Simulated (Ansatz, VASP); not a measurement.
# Two plane-wave programs on Mo

```xyz
2
Lattice="2.7280 0.0000 0.0000 -1.3640 2.3625 0.0000 0.0000 0.0000 4.8332" Properties=species:S:1:pos:R:3 pbc="T T T"
Mo    0.0000    1.5750    1.2083
Mo    1.3640    0.7875    3.6249
```

Alike in both runs: functional PBEsol; k mesh 9 × 9 × 4; occupations gaussian, width 0.1 eV; no spin polarisation.

Ansatz relaxed the structure, and its values are those at the end. VASP's run is a single point on that final structure, the one shown.

|  | VASP | Ansatz |
| --- | --- | --- |
| version | VASP 6.6.1 | Ansatz 0.2.0 |
| potentials or method | VASP PAW PBE potentials, release 64 (Mo_sv), cutoff 520 eV | scalar-relativistic, plane waves, PAW |
| valence electrons in the cell | 28 | 28 |

```tsv
	VASP	Ansatz	Ansatz less VASP
gap on the k mesh at the Fermi level (eV)	none	none	-
pressure (GPa)	0.6	0.0	-0.51
```

VASP's potentials were made for PBE, not for PBEsol. A gap of «none» marks a metal or a gap that the smearing closes.
